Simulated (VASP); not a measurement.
# FeO (R-3m) in VASP: a series of runs

Runs on FeO. Level: PBEsol. Tasks: single point.

Program: VASP 6.6.1. These are calculated values, not measurements. Logs are shortened: lines on timing, memory, paths and dates and some standing lists are left out, and cuts for length are marked.

## 1. The cell of the first run

Symmetry: R-3m, No. 166, trigonal system. The conventional cell has a = 3.035 Å, b = 3.035 Å, c = 7.547 Å, α = 90.00°, β = 90.00°, γ = 120.00°. Within 2.9 Å of Fe (site symmetry -3m) lie 6 O at 2.16 Å. O (site symmetry -3m) has 6 Fe at 2.16 Å within 2.9 Å.

## 2. Single point, PBEsol

INCAR

```
ALGO     = Normal         # electronic algorithm
EDIFF    = 1E-6           # SCF threshold, eV
ENCUT    = 600            # plane-wave cutoff, eV
GGA      = PS             # functional
GGA_COMPAT= F            
ISIF     = 2              # what is computed and relaxed
ISMEAR   = 0              # smearing method
LASPH    = T              # aspherical terms in the spheres
LCHARG   = F              # write CHGCAR
LREAL    = F              # projectors in reciprocal space
LWAVE    = F              # write WAVECAR
NBANDS   = 22             # bands
NELM     = 120            # most SCF steps
PREC     = Accurate       # precision mode
SIGMA    = 0.05           # smearing width, eV
```

KPOINTS

```
k-points
0
Gamma
  9 9 9
```

POSCAR

```
FeO
1.0
    1.5176821100      0.8762341800      2.5157945800
   -1.5176821100     -0.8762341700      5.0315891600
    0.0000000000     -3.5049367000      5.0315891600
Fe O
2 2
Direct
    0.0000000000      0.0000000000      0.0000000000
    0.0000000000      0.0000000000      0.5000000000
    0.5000000000      0.5000000000      0.0000000000
    0.5000000000      0.5000000000      0.5000000000
```

Potentials or basis: VASP PAW PBE potentials, release 64 (Fe, O).

Run with:

```
$ cat potpaw_PBE.64/Fe/POTCAR potpaw_PBE.64/O/POTCAR > POTCAR
$ mpirun -np 1 vasp_std > vasp.out
```

OUTCAR:

```text
EDIFF = 1E-6
   ENCUT = 600
   GGA = PS
   ISIF = 2
   ISMEAR = 0
   LASPH = T
   LREAL = F
   NELM = 120
   PREC = Accurate

 ion  position               nearest neighbor table
   1  0.000  0.000  0.000-   3 2.16   4 2.16   3 2.16   4 2.16   4 2.16   4 2.16   2 3.04   2 3.04
                             2 3.04   2 3.04   2 3.07   2 3.07   2 3.07   2 3.07
   2  0.000  0.000  0.500-   3 2.16   4 2.16   4 2.16   3 2.16   3 2.16   3 2.16   1 3.04   1 3.04
                             1 3.04   1 3.04   1 3.07   1 3.07   1 3.07   1 3.07
   3  0.500  0.500  0.000-   1 2.16   2 2.16   1 2.16   2 2.16   2 2.16   2 2.16
   4  0.500  0.500  0.500-   1 2.16   2 2.16   2 2.16   1 2.16   1 2.16   1 2.16

  LATTYP: Found a simple monoclinic cell.
 ALAT       =     3.0660019070
 B/A-ratio  =     0.9900072854
 C/A-ratio  =     1.4071653851
 COS(beta)  =    -0.0141316552

  Lattice vectors:

 A1 = (  -1.5176821100,  -0.8762341800,  -2.5157945800)
 A2 = (   1.5176821100,  -2.6287025300,   0.0000000000)
 A3 = (  -3.0353642200,  -1.7524683500,   2.5157945800)

Analysis of symmetry for initial positions (statically):
=====================================================================
 Subroutine PRICEL returns following result:

  LATTYP: Found a trigonal (rhomboedric) cell.
 ALAT       =     3.0660019058
 COS(alpha) =     0.5099427872

  Lattice vectors:

 A1 = (  -0.0000000000,   1.7524683500,  -2.5157945800)
 A2 = (   1.5176821100,  -0.8762341800,  -2.5157945800)
 A3 = (  -1.5176821100,  -0.8762341800,  -2.5157945800)

   2 primitive cells build up your supercell.

 Routine SETGRP: Setting up the symmetry group for a
 simple monoclinic supercell.

 Subroutine GETGRP returns: Found  4 space group operations
 (whereof  4 operations were pure point group operations)
 out of a pool of  4 trial point group operations.

The static configuration has the point symmetry C_2h.

Analysis of symmetry for dynamics (positions and initial velocities):
=====================================================================
 Subroutine PRICEL returns following result:

  LATTYP: Found a trigonal (rhomboedric) cell.
 ALAT       =     3.0660019058
 COS(alpha) =     0.5099427872

  Lattice vectors:

 A1 = (  -0.0000000000,   1.7524683500,  -2.5157945800)
 A2 = (   1.5176821100,  -0.8762341800,  -2.5157945800)
 A3 = (  -1.5176821100,  -0.8762341800,  -2.5157945800)

   2 primitive cells build up your supercell.

 Routine SETGRP: Setting up the symmetry group for a
 simple monoclinic supercell.

 Subroutine GETGRP returns: Found  4 space group operations
 (whereof  4 operations were pure point group operations)
 out of a pool of  4 trial point group operations.

The dynamic configuration has the point symmetry C_2h.

 Subroutine INISYM returns: Found  4 space group operations
 (whereof  4 operations are pure point group operations),
 and found     2 'primitive' translations

----------------------------------------------------------------------------------------

                                     Primitive cell

  volume of cell :      20.0737

  direct lattice vectors                    reciprocal lattice vectors
    -0.000000000  1.752468350 -2.515794580    -0.000000000  0.380415809 -0.132496245
     1.517682110 -0.876234180 -2.515794580     0.329449755 -0.190207905 -0.132496244
    -1.517682110 -0.876234180 -2.515794580    -0.329449755 -0.190207905 -0.132496244

  length of vectors
     3.066001906  3.066001907  3.066001907     0.402829297  0.402829298  0.402829298

  position of ions in fractional coordinates (direct lattice)
     0.000000000  0.000000000  0.000000000
     0.500000000  0.500000000  0.500000000

  ion indices of the primitive-cell ions
   primitive index   ion index
                 1           1
                 2           3

----------------------------------------------------------------------------------------

 KPOINTS: k-points

Automatic generation of k-mesh.
 Grid dimensions read from file:
 generate k-points for:    9    9    9

 Generating k-lattice:

  Cartesian coordinates                     Fractional coordinates (reciprocal lattice)
     0.036605528  0.021134212  0.014721805     0.111111111 -0.000000000 -0.000000000
    -0.036605528  0.021134212  0.014721805    -0.000000000  0.111111111 -0.000000000
     0.018302764 -0.031701317  0.000000000     0.000000000 -0.000000000  0.111111111

  Length of vectors
     0.044758811  0.044758811  0.036605528

  Shift w.r.t. Gamma in fractional coordinates (k-lattice)
     0.000000000  0.000000000  0.000000000

 Subroutine IBZKPT returns following result:
 ===========================================

 Found    205 irreducible k-points:

 Following reciprocal coordinates:
            Coordinates               Weight
  0.000000  0.000000  0.000000      1.000000
  0.111111  0.000000 -0.000000      2.000000
  0.222222  0.000000 -0.000000      2.000000
  0.333333  0.000000 -0.000000      2.000000
  0.444444  0.000000 -0.000000      2.000000
 -0.000000  0.111111 -0.000000      4.000000
[... 16 lines left out ...]
 -0.111111  0.222222  0.000000      4.000000
  0.000000  0.333333 -0.000000      4.000000
 [... further k-points ...]
   k-points           NKPTS =    205   k-points in BZ     NKDIM =    205   number of bands    NBANDS=     22
   number of dos      NEDOS =    301   number of ions     NIONS =      4
   total plane-waves  NPLWV =  57600
   dimension x,y,z NGX =    24 NGY =   48 NGZ =   50
   dimension x,y,z NGXF=    48 NGYF=   96 NGZF=  100
   ions per type =               2   2
   NGX,Y,Z   is equivalent  to a cutoff of  13.01, 14.98, 13.56 a.u.
   NGXF,Y,Z  is equivalent  to a cutoff of  26.03, 29.95, 27.11 a.u.
 SYSTEM =  unknown system
   PREC   = accura    normal or accurate (medium, high low for compatibility)
   ISTART =      0    job   : 0-new  1-cont  2-samecut
   ICHARG =      2    charge: 1-file 2-atom 10-const
   ISPIN  =      1    spin polarized calculation?
   LNONCOLLINEAR =      F non collinear calculations
   LSORBIT =      F    spin-orbit coupling
   LASPH  =      T    aspherical Exc in radial PAW
   ENCUT  =  600.0 eV  44.10 Ry    6.64 a.u.   6.12 10.64 12.25*2*pi/ulx,y,z
   NELM   =    120;   NELMIN=  2; NELMDL= -5     # of ELM steps
   EDIFF  = 0.1E-05   stopping-criterion for ELM
   LREAL  =      F    real-space projection
   EDIFFG = 0.1E-04   stopping-criterion for IOM
   NSW    =      0    number of steps for IOM
   IBRION =     -1    ionic relax: 0-MD 1-quasi-New 2-CG
   NFREE  =      0    steps in history (QN), initial steepest desc. (CG)
   ISIF   =      2    stress and relaxation
   ISYM   =      2    0-nonsym 1-usesym 2-fastsym
   POTIM  = 0.5000    time-step for ionic-motion
   TEBEG  =    0.0;   TEEND  =   0.0 temperature during run
   PSTRESS=    0.0 pullay stress
   NELECT =      28.0000    total number of electrons
   NUPDOWN=      -1.0000    fix difference up-down
   EMIN   =  10.00;   EMAX   =-10.00  energy-range for DOS
   EFERMI =   0.00;   METHOD = LEGACY
   ISMEAR =     0;   SIGMA  =   0.05  broadening in eV -4-tet -1-fermi 0-gaus
   EFERMI_NEDOS =   21; number of points for ismear=-14 and -15
   IALGO  =     38    algorithm
   IMIX   =      4    mixing-type and parameters
     AMIX     =   0.40;   BMIX     =  1.00
     AMIX_MAG =   1.60;   BMIX_MAG =  1.00
  volume/ion in A,a.u.               =      10.04        67.73
  Fermi-wavevector in a.u.,A,eV,Ry     =   1.451805  2.743514 28.677524  2.107739
  Thomas-Fermi vector in A             =   2.569260
   LORBIT       =      0    0 simple, 1 ext, 2 COOP (PROOUT), +10 PAW based schemes
   GGA     = PS    functional components
   LHFCALC =     F    Hartree Fock is set to
   AEXX    =    0.0000 exact exchange contribution
   IVDW    =     0    specifies the selected vdW correction
   LEPSILON=     F    determine dielectric tensor
   LRPA    =     F    only Hartree local field effects (RPA)
 non-spin polarized calculation
 Gauss-broadening in eV      SIGMA  =   0.05
  energy-cutoff  :      600.00
  volume of cell :       40.15
 maximum number of plane-waves:      1358
   NGX = 13   NGY = 21   NGZ = 25

 number of electron      28.0000001 magnetization

 Free energy of the ion-electron system (eV)
  ---------------------------------------------------
  ext. energy  EPLUGINS =         0.00000000
  ---------------------------------------------------
  free energy    TOTEN  =       -28.78605140 eV

  energy without entropy =      -28.75782954  energy(sigma->0) =      -28.77194047

 E-fermi :   5.3238     XC(G=0): -12.4625

 val. band max:        5.3235914582   @ k =   0.2222  -0.0000   0.4444
 cond. band min:       5.3239444902   @ k =   0.2222   0.0000   0.1111
 fundamental gap:      0.0003530320
 Fermi energy:         5.3237553840

 k-point     1 :       0.0000    0.0000    0.0000
  band No.  band energies     occupation
      1     -15.0321      2.00000
      2     -13.9284      2.00000
      3      -1.6119      2.00000
      4       0.5925      2.00000
      5       0.6889      2.00000
      6       1.6621      2.00000
[... 14 lines left out ...]
     21      14.5559      0.00000
     22      17.3582      0.00000

 k-point     2 :       0.1111    0.0000   -0.0000
  band No.  band energies     occupation
      1     -14.9158      2.00000
      2     -13.9329      2.00000
      3      -1.5773      2.00000
      4       0.1438      2.00000
      5       0.5588      2.00000
      6       0.9236      2.00000
[... 14 lines left out ...]
     21      14.7283      0.00000
     22      16.7636      0.00000

 k-point     3 :       0.2222    0.0000   -0.0000
  band No.  band energies     occupation
      1     -14.6063      2.00000
      2     -13.9422      2.00000
      3      -1.7004      2.00000
      4      -0.5460      2.00000
      5      -0.4336      2.00000
      6       0.2747      2.00000
[... 14 lines left out ...]
     21      14.7749      0.00000
     22      16.1853      0.00000
[... 476 lines left out ...]
 k-point    23 :      -0.1111    0.2222    0.0000
  band No.  band energies     occupation
      1     -14.4109      2.00000
      2     -13.9958      2.00000
      3      -1.7775      2.00000
      4      -1.1465      2.00000
      5      -0.2488      2.00000
      6       0.0328      2.00000
[... 14 lines left out ...]
     21      15.2877      0.00000
     22      16.4045      0.00000

 k-point    24 :       0.0000    0.3333   -0.0000
  band No.  band energies     occupation
      1     -14.2227      2.00000
      2     -13.9182      2.00000
      3      -2.2229      2.00000
      4      -1.8498      2.00000
      5      -0.4283      2.00000
      6      -0.0953      2.00000
[... 14 lines left out ...]
     21      14.5551      0.00000
     22      15.5814      0.00000

 [... further k-points ...]
[... 5 lines left out ...]
  --------------------------------------------------------------------------------------
  -------------------------------------------------------------------------------------
  Total       -8.6406359     -8.6360484     -8.4760485     -0.0039729      0.0029765      0.0051581
  in kB     -344.8250918   -344.6420183   -338.2568419     -0.1585476      0.1187826      0.2058445
  external PRESSURE =    -342.5746507 kB  Pullay stress =       0.0000000 kB

 VOLUME and BASIS-vectors are now :
 -----------------------------------------------------------------------------
  energy-cutoff  :      600.00
  volume of cell :       40.15
      direct lattice vectors                 reciprocal lattice vectors
     1.517682110  0.876234180  2.515794580     0.329449755  0.190207905  0.132496244
    -1.517682110 -0.876234170  5.031589160    -0.329449755  0.190207905  0.132496244
     0.000000000 -3.504936700  5.031589160     0.164724878 -0.285311857  0.000000000

 POSITION                                       TOTAL-FORCE (eV/Angst)
 -----------------------------------------------------------------------------------
      0.00000      0.00000      0.00000        -0.000000     -0.000000     -0.000000
      0.00000     -1.75247      2.51579        -0.000000     -0.000000     -0.000000
      0.00000      0.00000      3.77369         0.000000     -0.000000     -0.000000
      0.00000     -1.75247      6.28949         0.000000      0.000000      0.000000
 -----------------------------------------------------------------------------------
    total drift:                               -0.000000     -0.000000     -0.000000

  FREE ENERGIE OF THE ION-ELECTRON SYSTEM (eV)
  ---------------------------------------------------
  free  energy   TOTEN  =       -28.7860513960 eV

  energy  without entropy=      -28.7578295434  energy(sigma->0) =      -28.77194047
```

Wall time 11 min (1 thread of Intel Xeon 8259CL, shared host); peak memory 0.37 GiB.

Results:

| Property | Result |
| --- | --- |
| Free energy | -28.7861 eV |
| Pressure | -34.3 GPa |
| Band gap on the k mesh | zero (bands 14 and 15 overlap by 0.49 eV) |

Stress tensor (GPa, compression positive):
```
-34.48  -0.02   0.02
 -0.02 -34.46   0.01
  0.02   0.01 -33.83
```

Levels at points of the mesh, in eV from the Fermi level:
| k point | band 11 | band 12 | band 13 | band 14 | band 15 | band 16 | band 17 | band 18 |
| --- | --- | --- | --- | --- | --- | --- | --- | --- |
| (0.00, 0.00, 0.00) | -1.24 | -1.24 | -0.90 | -0.90 | -0.43 | -0.02 | 0.05 | 0.06 |

Caveat: the cell stands under tension; the PAW data sets were made with another functional, which shifts forces and pressure a little; the run has no spin polarisation, though such a crystal can be magnetic; semilocal functionals often make such compounds metallic where correlation or magnetic order opens a gap, which also shifts bond lengths.

## 3. Single point, PBEsol, collinear spin, zero start

INCAR

```
PREC = Accurate
ENCUT = 600
EDIFF = 1E-6
ISMEAR = 0
SIGMA = 0.05
LREAL = False
LASPH = True
NELM = 200
ALGO = Normal
ISIF = 2
LWAVE = False
LCHARG = True
ISPIN = 2
MAGMOM = 0 0 0 0
LORBIT = 11
NUPDOWN = 0.0
LMAXMIX = 4
GGA = PS
LELF = True
LVHAR = True
NBANDS = 26
GGA_COMPAT = False
```

KPOINTS

```
regular mesh
0
Gamma
  9 9 9
```

POSCAR is that of step 2.

Potentials or basis: VASP PAW PBE potentials, release 64 (Fe, O).

Run with:

```
$ cat potpaw_PBE.64/Fe/POTCAR potpaw_PBE.64/O/POTCAR > POTCAR
$ mpirun -np 1 vasp_std > vasp.out
```

It took 23 min on 1 thread of Intel Xeon 8259CL, shared host; peak memory 0.55 GiB.

It converged, with:

```
Free energy                                           : -28.7861 eV
Pressure                                              : -34.3 GPa
Net moment                                            : 0.00 μB per cell
Valence electrons inside the program's atomic spheres : Fe 6.86; O 4.89
```

Stress tensor (GPa, compression positive):
```
-34.57  -0.02   0.02
 -0.02 -34.55   0.01
  0.02   0.01 -33.92
```

Caveat: the cell stands under tension; the PAW data sets were made with another functional, which shifts forces and pressure a little; the total moment is fixed, so each spin has its own Fermi level.
